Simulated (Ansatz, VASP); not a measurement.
# K in VASP and in Ansatz

Contents of INCAR:

```
SYSTEM = K
PREC = Accurate
ENCUT = 520
EDIFF = 1E-6
ISMEAR = -1
SIGMA = 0.1
LREAL = .FALSE.
LASPH = .TRUE.
NELM = 100
ALGO = Normal
ISIF = 2
LWAVE = .FALSE.
LCHARG = .FALSE.
GGA = PE
NBANDS = 10
```

File KPOINTS:

```
Automatic mesh
0
G
  10 10 10
  0 0 0
```

The input POSCAR:

```
K
1.0
   -2.4523453870      2.4523453870      2.4523453870
    2.4523453870     -2.4523453870      2.4523453870
    2.4523453870      2.4523453870     -2.4523453870
K
1
Direct
    0.0000000000      0.0000000000      0.0000000000
```

Input for Ansatz:

```yaml
crystal:
  lattice:
    - [-2.452345387, 2.452345387, 2.452345387]
    - [2.452345387, -2.452345387, 2.452345387]
    - [2.452345387, 2.452345387, -2.452345387]
  atoms:
    - { symbol: K, position: [0.0, 0.0, 0.0] }
kpoints:
  mp_grid: { grid: [10, 10, 10] }
scf:
  occupations: { method: fermi_dirac, width: 0.1 }
hamiltonian:
  xc: pbe
  pseudopotentials: { kind: all_electron, lapw: { basis_error: 0.001 } }
output:
  forces: true
  stress: true
  eigenvalues: true
  populations: true
```

Change from the starting cell: volume scaled by 0.8, LAPW.

Alike in both runs: task single point; functional PBE; k mesh 10 × 10 × 10; occupations fermi-dirac, width 0.1 eV; no spin polarisation.

|  | VASP | Ansatz |
| --- | --- | --- |
| version | VASP 6.6.1 | Ansatz 0.2.0 |
| potentials or method | VASP PAW PBE potentials, release 64 (K_sv), cutoff 520 eV | all-electron LAPW, scalar-relativistic |

|  | VASP | Ansatz | Ansatz less VASP |
| --- | --- | --- | --- |
| pressure (GPa) | 1.2 | 1.2 | +0.01 |

Ansatz ran all-electron here, and VASP with PAW potentials.
